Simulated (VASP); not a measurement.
Write the native input for VASP 6.6.1 that does the following.

| Item | Value |
| --- | --- |
| Task | single point |
| Functional | PBE |
| Dispersion | D4 |
| Potentials or basis | VASP PAW PBE potentials, release 64 (Al) |
| Cutoff | 520 eV |
| k mesh | 12 × 12 × 12 |
| Occupations | fermi-dirac, width 0.05 eV |
| Spin | no spin polarisation |
| Dipole correction | no |
| Further INCAR settings | ALGO = Fast; EDIFF = 1e-06; NBANDS = 8 |

The structure of Al lies in POSCAR:

```
Al
1.0
   -1.5943432457      1.5943432457      1.5943432457
    1.5943432457     -1.5943432457      1.5943432457
    1.5943432457      1.5943432457     -1.5943432457
Al
1
Direct
    0.0000000000      0.0000000000      0.0000000000
```

One way to write it, as run:

INCAR

```
SYSTEM = Al
  PREC = Accurate
  ENCUT = 520
  EDIFF = 1E-6
  ISMEAR = -1
  SIGMA = 0.05
  LREAL = .False.
  LASPH = .True.
  NELM = 60
  ALGO = Fast
  ISIF = 2
  LWAVE = .False.
  LCHARG = .False.
  GGA = PE
  IVDW = 13
  NBANDS = 8
```

KPOINTS

```
Automatic mesh
0
Gamma
  12 12 12
  0 0 0
```

Potentials or basis: VASP PAW PBE potentials, release 64 (Al).

Run with:

```sh
$ cat potpaw_PBE.64/Al/POTCAR > POTCAR
$ mpirun -np 1 vasp_std > vasp.out
```

It gave:

```
Pressure                   : 0.0 GPa
Dispersion energy per atom : -0.349 eV
```

Caveat: pairwise dispersion overbinds metals, which lowers pressure and volume.

Run time: 3.4 s on 1 thread of Intel(R) Xeon(R) 6975P-C (Granite Rapids), on a shared host, peak memory 0.13 GiB.
